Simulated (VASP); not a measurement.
A run of VASP 6.6.1 is set up as follows.

File INCAR:

```
PREC = Accurate
ENCUT = 520
EDIFF = 1E-8
ISMEAR = -1
SIGMA = 0.01
LREAL = Auto
LASPH = True
NELM = 60
ALGO = Normal
ISIF = 2
LWAVE = False
LCHARG = False
GGA = PE
LEFG = True
NBANDS = 90
```

KPOINTS

```
regular mesh
0
Gamma
  4 4 2
```

File POSCAR:

```
LaAl15N16
1.0
    6.2260000000      0.0000000000      0.0000000000
   -3.1130000000      5.3918741640      0.0000000000
    0.0000000000      0.0000000000      9.9620000000
La Al N
1 15 16
Direct
    0.1666666666      0.3333333334      0.0000000000
    0.1666666666      0.3333333334      0.5000000000
    0.1666666666      0.8333333334      0.0000000000
    0.1666666666      0.8333333334      0.5000000000
    0.6666666666      0.3333333334      0.0000000000
    0.6666666666      0.3333333334      0.5000000000
    0.6666666666      0.8333333334      0.0000000000
    0.6666666666      0.8333333334      0.5000000000
    0.3333333334      0.1666666666      0.2500000000
    0.3333333334      0.1666666666      0.7500000000
    0.3333333334      0.6666666666      0.2500000000
    0.3333333334      0.6666666666      0.7500000000
    0.8333333334      0.1666666666      0.2500000000
    0.8333333334      0.1666666666      0.7500000000
    0.8333333334      0.6666666666      0.2500000000
    0.8333333334      0.6666666666      0.7500000000
    0.1666666666      0.3333333334      0.1900000000
    0.1666666666      0.3333333334      0.6900000000
    0.1666666666      0.8333333334      0.1900000000
    0.1666666666      0.8333333334      0.6900000000
    0.6666666666      0.3333333334      0.1900000000
    0.6666666666      0.3333333334      0.6900000000
    0.6666666666      0.8333333334      0.1900000000
    0.6666666666      0.8333333334      0.6900000000
    0.3333333334      0.1666666666      0.4400000000
    0.3333333334      0.1666666666      0.9400000000
    0.3333333334      0.6666666666      0.4400000000
    0.3333333334      0.6666666666      0.9400000000
    0.8333333334      0.1666666666      0.4400000000
    0.8333333334      0.1666666666      0.9400000000
    0.8333333334      0.6666666666      0.4400000000
    0.8333333334      0.6666666666      0.9400000000
```

Potentials or basis: VASP PAW PBE potentials, release 64 (La, Al, N).

The run is started by

```bash
$ cat potpaw_PBE.64/La/POTCAR potpaw_PBE.64/Al/POTCAR potpaw_PBE.64/N/POTCAR > POTCAR
$ mpirun -np 1 vasp_std > vasp.out
```

Problem. Estimate the pressure.

Solution. 20.8 GPa.

Problem. Predict the band gap on the k mesh.

Solution. 1.91 eV.

Problem. What does it give for the largest force?

Solution. 12.008 eV/Å.

Stress tensor (GPa, compression positive):
```
20.21  0.00  0.00
 0.00 20.21  0.00
 0.00  0.00 21.97
```

Caveat: without QUAD_EFG the Cq values of the log hold for a quadrupole moment of 1 mb, not for the nuclei; spin-orbit coupling is left out, which moves the levels of the heavy elements.
